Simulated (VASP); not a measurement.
# TaN (P6_3/mmc) in VASP: a series of runs

Runs on TaN. Level: PBE. Tasks: electric field gradients.

Program: VASP 6.6.1. These are calculated values, not measurements. Logs are shortened: lines on timing, memory, paths and dates and some standing lists are left out, and cuts for length are marked.

## (1) The cell of the first run

The structure is hexagonal, space group P6_3/mmc (No. 194). Conventional cell: a = 3.007 Å, b = 3.007 Å, c = 4.852 Å, α = 90.00°, β = 90.00°, γ = 120.00°. Ta (site symmetry -3m) has 6 N at 2.12 Å and 2 Ta at 2.43 Å within 2.8 Å. N (site symmetry -6m2) has 6 Ta at 2.12 Å within 2.8 Å.

## (2) Electric field gradients, PBE (volume scaled by 0.96)

Contents of INCAR:

```
  PREC = Accurate
  ENCUT = 520
  EDIFF = 1E-8
  ISMEAR = -1
  SIGMA = 0.01
  LREAL = False
  LASPH = True
  NELM = 80
  ALGO = Normal
  ISIF = 2
  LWAVE = False
  LCHARG = False
  GGA = PE
  LEFG = True
  NBANDS = 24
```

Contents of KPOINTS:

```
regular mesh
0
Gamma
  9 9 5
```

Contents of POSCAR:

```
TaN
1.0
    3.0068077129      0.0000000000      0.0000000000
   -1.5034038564      2.6039718636      0.0000000000
    0.0000000000      0.0000000000      4.8515323926
Ta N
2 2
Direct
    0.0000000000      0.0000000000      0.0000000000
    0.0000000000      0.0000000000      0.5000000000
    0.3333333333      0.6666666667      0.2500000000
    0.6666666667      0.3333333333      0.7500000000
```

Potentials or basis: VASP PAW PBE potentials, release 64 (Ta_pv, N).

On the command line:

```console
cat potpaw_PBE.64/Ta_pv/POTCAR potpaw_PBE.64/N/POTCAR > POTCAR
mpirun -np 1 vasp_std > vasp.out
```

OUTCAR:

```text
PREC = Accurate
   ENCUT = 520
   EDIFF = 1E-8
   ISMEAR = -1
   LREAL = False
   LASPH = True
   NELM = 80
   ISIF = 2
   GGA = PE

 ion  position               nearest neighbor table
   1  0.000  0.000  0.000-   3 2.12   4 2.12   3 2.12   4 2.12   4 2.12   3 2.12   2 2.43   2 2.43

   2  0.000  0.000  0.500-   3 2.12   4 2.12   3 2.12   4 2.12   4 2.12   3 2.12   1 2.43   1 2.43

   3  0.333  0.667  0.250-   1 2.12   2 2.12   1 2.12   2 2.12   1 2.12   2 2.12
   4  0.667  0.333  0.750-   1 2.12   2 2.12   1 2.12   2 2.12   1 2.12   2 2.12

  LATTYP: Found a hexagonal cell.
 ALAT       =     3.0068077129
 C/A-ratio  =     1.6135160129

  Lattice vectors:

 A1 = (   3.0068077129,   0.0000000000,   0.0000000000)
 A2 = (  -1.5034038564,   2.6039718636,   0.0000000000)
 A3 = (   0.0000000000,   0.0000000000,   4.8515323926)

Analysis of symmetry for initial positions (statically):
=====================================================================
 Subroutine PRICEL returns:
 Original cell was already a primitive cell.

 Routine SETGRP: Setting up the symmetry group for a
 hexagonal supercell.

 Subroutine GETGRP returns: Found 24 space group operations
 (whereof 12 operations were pure point group operations)
 out of a pool of 24 trial point group operations.

The static configuration has the point symmetry D_3d.
 The point group associated with its full space group is D_6h.

Analysis of symmetry for dynamics (positions and initial velocities):
=====================================================================
 Subroutine PRICEL returns:
 Original cell was already a primitive cell.

 Routine SETGRP: Setting up the symmetry group for a
 hexagonal supercell.

 Subroutine GETGRP returns: Found 24 space group operations
 (whereof 12 operations were pure point group operations)
 out of a pool of 24 trial point group operations.

The dynamic configuration has the point symmetry D_3d.
 The point group associated with its full space group is D_6h.

 Subroutine INISYM returns: Found 24 space group operations
 (whereof 12 operations are pure point group operations),
 and found     1 'primitive' translations

----------------------------------------------------------------------------------------

                                     Primitive cell

  volume of cell :      37.9858

  direct lattice vectors                    reciprocal lattice vectors
     3.006807713  0.000000000  0.000000000     0.332578633  0.192014364  0.000000000
    -1.503403856  2.603971864  0.000000000     0.000000000  0.384028727  0.000000000
     0.000000000  0.000000000  4.851532393     0.000000000  0.000000000  0.206120442

  length of vectors
     3.006807713  3.006807713  4.851532393     0.384028727  0.384028727  0.206120442

  position of ions in fractional coordinates (direct lattice)
     0.000000000  0.000000000  0.000000000
     0.000000000  0.000000000  0.500000000
     0.333333333  0.666666667  0.250000000
     0.666666667  0.333333333  0.750000000

  ion indices of the primitive-cell ions
   primitive index   ion index
                 1           1
                 2           2
                 3           3
                 4           4

----------------------------------------------------------------------------------------

 KPOINTS: regular mesh

Automatic generation of k-mesh.
 Grid dimensions read from file:
 generate k-points for:    9    9    5

 Generating k-lattice:

  Cartesian coordinates                     Fractional coordinates (reciprocal lattice)
     0.036953181  0.021334929  0.000000000     0.111111111 -0.000000000  0.000000000
     0.000000000  0.042669859  0.000000000     0.000000000  0.111111111  0.000000000
     0.000000000  0.000000000  0.041224088     0.000000000  0.000000000  0.200000000

  Length of vectors
     0.042669859  0.042669859  0.041224088

  Shift w.r.t. Gamma in fractional coordinates (k-lattice)
     0.000000000  0.000000000  0.000000000

 Subroutine IBZKPT returns following result:
 ===========================================

 Found     36 irreducible k-points:

 Following reciprocal coordinates:
            Coordinates               Weight
  0.000000  0.000000  0.000000      1.000000
  0.111111  0.000000  0.000000      6.000000
  0.222222  0.000000  0.000000      6.000000
  0.333333  0.000000  0.000000      6.000000
  0.444444  0.000000  0.000000      6.000000
  0.111111  0.111111  0.000000      6.000000
[... 16 lines left out ...]
  0.333333  0.222222  0.200000     24.000000
  0.333333  0.333333  0.200000      4.000000
 [... further k-points ...]
   k-points           NKPTS =     36   k-points in BZ     NKDIM =     36   number of bands    NBANDS=     24
   number of dos      NEDOS =    301   number of ions     NIONS =      4
   total plane-waves  NPLWV =  20736
   dimension x,y,z NGX =    24 NGY =   24 NGZ =   36
   dimension x,y,z NGXF=    48 NGYF=   48 NGZF=   72
   ions per type =               2   2
   NGX,Y,Z   is equivalent  to a cutoff of  13.27, 13.27, 12.34 a.u.
   NGXF,Y,Z  is equivalent  to a cutoff of  26.54, 26.54, 24.67 a.u.
 SYSTEM =  unknown system
   PREC   = accura    normal or accurate (medium, high low for compatibility)
   ISTART =      0    job   : 0-new  1-cont  2-samecut
   ICHARG =      2    charge: 1-file 2-atom 10-const
   ISPIN  =      1    spin polarized calculation?
   LNONCOLLINEAR =      F non collinear calculations
   LSORBIT =      F    spin-orbit coupling
   LASPH  =      T    aspherical Exc in radial PAW
   ENCUT  =  520.0 eV  38.22 Ry    6.18 a.u.   5.59  5.59  9.02*2*pi/ulx,y,z
   NELM   =     80;   NELMIN=  2; NELMDL= -5     # of ELM steps
   EDIFF  = 0.1E-07   stopping-criterion for ELM
   LREAL  =      F    real-space projection
   EDIFFG = 0.1E-06   stopping-criterion for IOM
   NSW    =      0    number of steps for IOM
   IBRION =     -1    ionic relax: 0-MD 1-quasi-New 2-CG
   NFREE  =      0    steps in history (QN), initial steepest desc. (CG)
   ISIF   =      2    stress and relaxation
   ISYM   =      2    0-nonsym 1-usesym 2-fastsym
   POTIM  = 0.5000    time-step for ionic-motion
   TEBEG  =    0.0;   TEEND  =   0.0 temperature during run
   PSTRESS=    0.0 pullay stress
   NELECT =      32.0000    total number of electrons
   NUPDOWN=      -1.0000    fix difference up-down
   EMIN   =  10.00;   EMAX   =-10.00  energy-range for DOS
   EFERMI =   0.00;   METHOD = LEGACY
   ISMEAR =    -1;   SIGMA  =   0.01  broadening in eV -4-tet -1-fermi 0-gaus
   EFERMI_NEDOS =   21; number of points for ismear=-14 and -15
   IALGO  =     38    algorithm
   IMIX   =      4    mixing-type and parameters
     AMIX     =   0.40;   BMIX     =  1.00
     AMIX_MAG =   1.60;   BMIX_MAG =  1.00
  volume/ion in A,a.u.               =       9.50        64.09
  Fermi-wavevector in a.u.,A,eV,Ry     =   1.546148  2.921797 32.525749  2.390575
  Thomas-Fermi vector in A             =   2.651426
   LORBIT       =      0    0 simple, 1 ext, 2 COOP (PROOUT), +10 PAW based schemes
   GGA     = PE    functional components
   LHFCALC =     F    Hartree Fock is set to
   AEXX    =    0.0000 exact exchange contribution
   IVDW    =     0    specifies the selected vdW correction
   LEPSILON=     F    determine dielectric tensor
   LRPA    =     F    only Hartree local field effects (RPA)
 non-spin polarized calculation
  energy-cutoff  :      520.00
  volume of cell :       37.99
 maximum number of plane-waves:      1044
 NGX is ok and might be reduce to    24
   NGX = 11   NGY = 11   NGZ = 19

 number of electron      31.9999996 magnetization

 Free energy of the ion-electron system (eV)
  ---------------------------------------------------
  ext. energy  EPLUGINS =         0.00000000
  ---------------------------------------------------
  free energy    TOTEN  =       -40.57061052 eV

  energy without entropy =      -40.56850188  energy(sigma->0) =      -40.56955620

 E-fermi :  10.3629     XC(G=0): -13.9794

 val. band max:       10.3582662611   @ k =   0.2222   0.2222   0.4000
 cond. band min:      10.3651601269   @ k =   0.2222   0.0000   0.2000
 fundamental gap:      0.0068938658
 Fermi energy:        10.3628581344

 k-point     1 :       0.0000    0.0000    0.0000
  band No.  band energies     occupation
      1     -26.9954      2.00000
      2     -24.9065      2.00000
      3     -24.9065      2.00000
      4     -24.4795      2.00000
      5     -24.4795      2.00000
      6     -23.6023      2.00000
[... 637 lines left out ...]
     23      18.1678      0.00000
     24      18.1678      0.00000

 [... further k-points ...]
[... 5 lines left out ...]
  --------------------------------------------------------------------------------------
  -------------------------------------------------------------------------------------
  Total       12.4997149     12.4997149     35.5121376      0.0000000     -0.0000000      0.0000000
  in kB      527.2174938    527.2174938   1497.8437762      0.0000000     -0.0000000      0.0000000
  external PRESSURE =     850.7595879 kB  Pullay stress =       0.0000000 kB

 VOLUME and BASIS-vectors are now :
 -----------------------------------------------------------------------------
  energy-cutoff  :      520.00
  volume of cell :       37.99
      direct lattice vectors                 reciprocal lattice vectors
     3.006807713  0.000000000  0.000000000     0.332578633  0.192014364  0.000000000
    -1.503403856  2.603971864  0.000000000     0.000000000  0.384028727  0.000000000
     0.000000000  0.000000000  4.851532393     0.000000000  0.000000000  0.206120442

 POSITION                                       TOTAL-FORCE (eV/Angst)
 -----------------------------------------------------------------------------------
      0.00000      0.00000      0.00000         0.000000      0.000000     -0.000000
      0.00000      0.00000      2.42577         0.000000      0.000000     -0.000000
     -0.00000      1.73598      1.21288         0.000000     -0.000000      0.000000
      1.50340      0.86799      3.63865        -0.000000      0.000000     -0.000000
 -----------------------------------------------------------------------------------
    total drift:                               -0.000000      0.000000      0.000000

  FREE ENERGIE OF THE ION-ELECTRON SYSTEM (eV)
  ---------------------------------------------------
  free  energy   TOTEN  =       -40.5706105166 eV

  energy  without entropy=      -40.5685018844  energy(sigma->0) =      -40.56955620

 Electric field gradients (V/A^2)
---------------------------------------------------------------------
 ion       V_xx      V_yy      V_zz      V_xy      V_xz      V_yz
---------------------------------------------------------------------
   1      86.187    86.187  -172.373    -0.000     0.000    -0.000
   2      86.187    86.187  -172.373    -0.000    -0.000     0.000
   3      -2.829    -2.828     5.658     0.001     0.000     0.000
   4      -2.829    -2.828     5.658     0.001     0.000     0.000
---------------------------------------------------------------------

 Electric field gradients after diagonalization (V/A^2)
 (convention: |V_zz| > |V_xx| > |V_yy|)
----------------------------------------------------------------------
 ion       V_xx      V_yy      V_zz     asymmetry (V_yy - V_xx)/ V_zz
----------------------------------------------------------------------
   1      86.187    86.186  -172.373       0.000
   2      86.187    86.186  -172.373       0.000
   3      -2.830    -2.828     5.658       0.000
   4      -2.830    -2.828     5.658       0.000
----------------------------------------------------------------------

           NMR quadrupolar parameters

 Cq : quadrupolar parameter    Cq=e*Q*V_zz/h
 eta: asymmetry parameters     (V_yy - V_xx)/ V_zz
 Q  : nuclear electric quadrupole moment in mb (millibarn)
----------------------------------------------------------------------
 ion       Cq(MHz)       eta       Q (mb)
----------------------------------------------------------------------
   1      -0.417       0.000       1.000
   2      -0.417       0.000       1.000
   3       0.014       0.000       1.000
   4       0.014       0.000       1.000
----------------------------------------------------------------------
```

It took 60 s on 1 thread of Intel Xeon 8259CL, shared host; peak memory 0.17 GiB.

Results:

```
Free energy            : -40.5706 eV
Pressure               : 85.1 GPa
Band gap on the k mesh : zero (band 16 reaches 11.11 eV, above the bottom of band 17 at 8.42 eV)
```

Electric field gradients, principal values (V/Å²):
```tsv
atom	least	middle	greatest (by size)
1 Ta	86.186	86.187	-172.373
2 Ta	86.186	86.187	-172.373
3 N	-2.828	-2.830	5.658
4 N	-2.828	-2.830	5.658
```

Caveat: without QUAD_EFG the Cq values of the log hold for a quadrupole moment of 1 mb, not for the nuclei; spin-orbit coupling is left out, which moves the levels of the heavy elements.

## (3) Electric field gradients, PBE (volume scaled by 0.99)

INCAR is that of step 2.

KPOINTS is that of step 2.

Contents of POSCAR:

```
TaN
1.0
    3.0378079159      0.0000000000      0.0000000000
   -1.5189039580      2.6308188269      0.0000000000
    0.0000000000      0.0000000000      4.9015517166
Ta N
2 2
Direct
    0.0000000000      0.0000000000      0.0000000000
    0.0000000000      0.0000000000      0.5000000000
    0.3333333333      0.6666666667      0.2500000000
    0.6666666667      0.3333333333      0.7500000000
```

Potentials or basis: VASP PAW PBE potentials, release 64 (Ta_pv, N).

On the command line:

```console
cat potpaw_PBE.64/Ta_pv/POTCAR potpaw_PBE.64/N/POTCAR > POTCAR
mpirun -np 1 vasp_std > vasp.out
```

OUTCAR:

```text
PREC = Accurate
   ENCUT = 520
   EDIFF = 1E-8
   ISMEAR = -1
   LREAL = False
   LASPH = True
   NELM = 80
   ISIF = 2
   GGA = PE

 ion  position               nearest neighbor table
   1  0.000  0.000  0.000-   3 2.14   4 2.14   3 2.14   4 2.14   4 2.14   3 2.14   2 2.45   2 2.45

   2  0.000  0.000  0.500-   3 2.14   4 2.14   3 2.14   4 2.14   4 2.14   3 2.14   1 2.45   1 2.45

   3  0.333  0.667  0.250-   1 2.14   2 2.14   1 2.14   2 2.14   1 2.14   2 2.14
   4  0.667  0.333  0.750-   1 2.14   2 2.14   1 2.14   2 2.14   1 2.14   2 2.14

  LATTYP: Found a hexagonal cell.
 ALAT       =     3.0378079159
 C/A-ratio  =     1.6135160130

  Lattice vectors:

 A1 = (   3.0378079159,   0.0000000000,   0.0000000000)
 A2 = (  -1.5189039580,   2.6308188269,   0.0000000000)
 A3 = (   0.0000000000,   0.0000000000,   4.9015517166)

Analysis of symmetry for initial positions (statically):
=====================================================================
 Subroutine PRICEL returns:
 Original cell was already a primitive cell.

 Routine SETGRP: Setting up the symmetry group for a
 hexagonal supercell.

 Subroutine GETGRP returns: Found 24 space group operations
 (whereof 12 operations were pure point group operations)
 out of a pool of 24 trial point group operations.

The static configuration has the point symmetry D_3d.
 The point group associated with its full space group is D_6h.

Analysis of symmetry for dynamics (positions and initial velocities):
=====================================================================
 Subroutine PRICEL returns:
 Original cell was already a primitive cell.

 Routine SETGRP: Setting up the symmetry group for a
[... 173 lines left out ...]
      6     -24.0831      2.00000
[... 637 lines left out ...]
     23      17.4991      0.00000
     24      17.4991      0.00000

 [... further k-points ...]
[... 5 lines left out ...]
  --------------------------------------------------------------------------------------
  -------------------------------------------------------------------------------------
  Total        9.1176335      9.1176335     30.6540344     -0.0000000      0.0000000     -0.0000000
  in kB      372.9133017    372.9133016   1253.7570344     -0.0000000      0.0000000     -0.0000000
  external PRESSURE =     666.5278792 kB  Pullay stress =       0.0000000 kB

 VOLUME and BASIS-vectors are now :
 -----------------------------------------------------------------------------
  energy-cutoff  :      520.00
  volume of cell :       39.17
      direct lattice vectors                 reciprocal lattice vectors
     3.037807916  0.000000000  0.000000000     0.329184737  0.190054897  0.000000000
    -1.518903958  2.630818827  0.000000000     0.000000000  0.380109793  0.000000000
     0.000000000  0.000000000  4.901551717     0.000000000  0.000000000  0.204017025

 POSITION                                       TOTAL-FORCE (eV/Angst)
 -----------------------------------------------------------------------------------
      0.00000      0.00000      0.00000         0.000000      0.000000      0.000000
      0.00000      0.00000      2.45078         0.000000      0.000000      0.000000
     -0.00000      1.75388      1.22539        -0.000000      0.000000      0.000000
      1.51890      0.87694      3.67616        -0.000000     -0.000000     -0.000000
 -----------------------------------------------------------------------------------
    total drift:                               -0.000000      0.000000      0.000000

  FREE ENERGIE OF THE ION-ELECTRON SYSTEM (eV)
  ---------------------------------------------------
  free  energy   TOTEN  =       -41.1321837415 eV

  energy  without entropy=      -41.1303446621  energy(sigma->0) =      -41.13126420

 Electric field gradients (V/A^2)
---------------------------------------------------------------------
 ion       V_xx      V_yy      V_zz      V_xy      V_xz      V_yz
---------------------------------------------------------------------
   1      87.655    87.654  -175.309    -0.000     0.000    -0.000
   2      87.655    87.654  -175.309    -0.000    -0.000     0.000
   3      -2.933    -2.932     5.865     0.001     0.000     0.000
   4      -2.933    -2.932     5.865     0.001     0.000     0.000
---------------------------------------------------------------------

 Electric field gradients after diagonalization (V/A^2)
 (convention: |V_zz| > |V_xx| > |V_yy|)
----------------------------------------------------------------------
 ion       V_xx      V_yy      V_zz     asymmetry (V_yy - V_xx)/ V_zz
----------------------------------------------------------------------
   1      87.655    87.654  -175.309       0.000
   2      87.655    87.654  -175.309       0.000
   3      -2.933    -2.932     5.865       0.000
   4      -2.933    -2.932     5.865       0.000
----------------------------------------------------------------------

           NMR quadrupolar parameters

 Cq : quadrupolar parameter    Cq=e*Q*V_zz/h
 eta: asymmetry parameters     (V_yy - V_xx)/ V_zz
 Q  : nuclear electric quadrupole moment in mb (millibarn)
----------------------------------------------------------------------
 ion       Cq(MHz)       eta       Q (mb)
----------------------------------------------------------------------
   1      -0.424       0.000       1.000
   2      -0.424       0.000       1.000
   3       0.014       0.000       1.000
   4       0.014       0.000       1.000
----------------------------------------------------------------------
```

stdout:

```text
POSCAR found type information on POSCAR TaN
 POSCAR found :  2 types and       4 ions
 scaLAPACK will be used
 LDA part: xc-table for (Slater+PW92), standard interpolation
 POSCAR, INCAR and KPOINTS ok, starting setup
 FFT: planning ... GRIDC
 FFT: planning ... GRID_SOFT
 FFT: planning ... GRID
 WAVECAR not read
 entering main loop
ion   1

ion   2

ion   3

ion   4
```

It took 59 s on 1 thread of Intel Xeon 8259CL, shared host; peak memory 0.17 GiB.

Results:

```
Free energy            : -41.1322 eV
Pressure               : 66.7 GPa
Band gap on the k mesh : zero (band 16 reaches 10.73 eV, above the bottom of band 17 at 8.14 eV)
```

Stress tensor (GPa, compression positive):
```
 37.29   0.00   0.00
  0.00  37.29   0.00
  0.00   0.00 125.38
```

Levels at points of the mesh, in eV from the Fermi level:
| k point | band 14 | band 15 | band 16 | band 17 | band 18 | band 19 |
| --- | --- | --- | --- | --- | --- | --- |
| (0.00, 0.00, 0.00) | -3.65 | -3.63 | -1.86 | -1.86 | -0.63 | -0.63 |

Electric field gradients, principal values (V/Å²):
```tsv
atom	least	middle	greatest (by size)
1 Ta	87.654	87.655	-175.309
2 Ta	87.654	87.655	-175.309
3 N	-2.932	-2.933	5.865
4 N	-2.932	-2.933	5.865
```

Caveat: without QUAD_EFG the Cq values of the log hold for a quadrupole moment of 1 mb, not for the nuclei; spin-orbit coupling is left out, which moves the levels of the heavy elements.

(Part 1 of 2 ends here.)
